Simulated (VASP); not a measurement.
Write the native input for VASP 6.6.1 that does the following.

- Task: electric field gradients
- Functional: LDA
- Potentials or basis: VASP PAW LDA potentials, release 64 (As)
- Cutoff: 520 eV
- k mesh: 12 × 12 × 12
- Occupations: fermi-dirac, width 0.05 eV
- Spin: no spin polarisation
- Dipole correction: no
- Further INCAR settings: ALGO = Normal; EDIFF = 1e-08; NBANDS = 12

The structure of As lies in POSCAR:

```
As
1.0
    1.8774110887      1.0839237974      3.7043351684
   -1.8774110887      1.0839237974      3.7043351684
    0.0000000000     -2.1678475948      3.7043351684
As
2
Direct
    0.2244335900      0.2244335900      0.2244335900
    0.7755664100      0.7755664100      0.7755664100
```

The input as run:

INCAR

```
SYSTEM = As
PREC = Accurate ; ENCUT = 520
EDIFF = 1E-8 ; ISMEAR = -1
SIGMA = 0.05 ; LREAL = .FALSE.
LASPH = .TRUE. ; NELM = 100
ALGO = Normal ; ISIF = 2
LWAVE = .FALSE. ; LCHARG = .FALSE.
LEFG = .TRUE. ; NBANDS = 12
```

KPOINTS

```
Automatic mesh
0
G
  12 12 12
  0 0 0
```

Potentials or basis: VASP PAW LDA potentials, release 64 (As).

Command:

```sh
$ cat potpaw_LDA.64/As/POTCAR > POTCAR
$ mpirun -np 1 vasp_std > vasp.out
```

Results of the run:

```json
{"Pressure": "-2.6 GPa", "Largest force": "0.123 eV/Å", "Band gap on the k mesh": "zero (band 5 reaches 5.13 eV, above the bottom of band 6 at 4.62 eV)"}
```

Caveat: without QUAD_EFG the Cq values of the log hold for a quadrupole moment of 1 mb, not for the nuclei.

Wall time 88 s on 1 thread of Intel Xeon 8259CL, on a shared host, peak memory 0.21 GiB.
